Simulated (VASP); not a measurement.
Set up this calculation in VASP 6.6.1, as the native input.

* Task: single point
* Functional: r2SCAN
* Potentials or basis: VASP PAW PBE potentials, release 64 (Rb_sv, Br)
* Cutoff: 520 eV
* k mesh: 6 × 6 × 6
* Occupations: gaussian, width 0.02 eV
* Spin: no spin polarisation
* Dipole correction: no
* Further INCAR settings: ALGO = Normal; EDIFF = 1e-06; NBANDS = 15

RbBr:

```
Rb Br
1.0
     4.18797    0.00000    0.00000
     0.00000    4.11060    0.00000
     0.00000    0.00000    4.11060
Rb Br
1 1
Direct
  0.00000 0.00000 0.00000
  0.50000 0.50000 0.50000
```

This cell differs from its parent crystal: uniaxial strain along a: +1.5 %.

One way to write it, as run:

POSCAR

```
RbBr
1.0
    4.1879684595      0.0000000000      0.0000000000
    0.0000000000      4.1106045101      0.0000000000
    0.0000000000      0.0000000000      4.1106045101
Rb Br
1 1
Direct
    0.0000000000      0.0000000000      0.0000000000
    0.5000000000      0.5000000000      0.5000000000
```

INCAR.step1

```
SYSTEM = RbBr
  PREC = Accurate
  ENCUT = 520
  ISMEAR = 0
  SIGMA = 0.02
  LREAL = .False.
  LASPH = .True.
  NELM = 80
  NBANDS = 15
  GGA = PE
  ALGO = Normal
  EDIFF = 1E-4
  LWAVE = .True.
  LCHARG = .False.
```

INCAR.step2

```
SYSTEM = RbBr
  PREC = Accurate
  ENCUT = 520
  EDIFF = 1E-6
  ISMEAR = 0
  SIGMA = 0.02
  LREAL = .False.
  LASPH = .True.
  NELM = 80
  ALGO = Normal
  ISIF = 2
  LWAVE = .False.
  LCHARG = .True.
  METAGGA = R2SCAN
  LMIXTAU = .True.
  LELF = .True.
  LVHAR = .True.
  NBANDS = 15
  ISTART = 1
```

KPOINTS

```
regular mesh
0
Gamma
  6 6 6
  0 0 0
```

Potentials or basis: VASP PAW PBE potentials, release 64 (Rb_sv, Br).

Run with:

```console
$ cat potpaw_PBE.64/Rb_sv/POTCAR potpaw_PBE.64/Br/POTCAR > POTCAR
$ cp INCAR.step1 INCAR
$ mpirun -np 1 vasp_std > vasp.out
$ cp INCAR.step2 INCAR
$ mpirun -np 1 vasp_std > vasp.out
```

Results of the run:

```
Pressure               : -0.1 GPa
Band gap on the k mesh : 4.77 eV (least direct gap 4.92 eV)
```

Caveat: the cell differs from its parent crystal (uniaxial strain along a: +1.5 %); the PAW data sets were made with another functional, which shifts forces and pressure a little.

It took 41 s on 1 thread of Intel(R) Xeon(R) 6975P-C (Granite Rapids), with other jobs on the host, peak memory 0.2 GiB.
